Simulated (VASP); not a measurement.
A run of VASP 6.6.1 is set up as follows.

File INCAR:

```
SYSTEM = GaP
PREC = Accurate
ENCUT = 500
EDIFF = 1E-6
ISMEAR = 0
SIGMA = 0.1
LREAL = .False.
LASPH = .True.
NELM = 120
ALGO = Normal
ISIF = 2
LWAVE = .False.
LCHARG = .True.
LELF = .True.
LVHAR = .True.
NBANDS = 16
GGA_COMPAT = .False.
```

KPOINTS

```
Automatic mesh
0
Gamma
  16 16 16
  0 0 0
```

The input POSCAR:

```
GaP
1.0
   -2.3135194093      2.3135194093      1.2728315050
    2.3135194093     -2.3135194093      1.2728315050
    2.3135194093      2.3135194093     -1.2728315050
Ga P
1 1
Direct
    0.0000000000      0.0000000000      0.0000000000
    0.7500000000      0.2500000000      0.5000000000
```

Potentials or basis: VASP PAW LDA potentials, release 64 (Ga_d, P).

The run is started by

```bash
$ cat potpaw_LDA.64/Ga_d/POTCAR potpaw_LDA.64/P/POTCAR > POTCAR
$ mpirun -np 1 vasp_std > vasp.out
```

(1) Predict the pressure.

(2) Predict the band gap on the k mesh.

Answers

(1) 18.2 GPa.

(2) zero (bands 9 and 10 overlap by 6.46 eV).

Caveat: the cell stands under pressure.
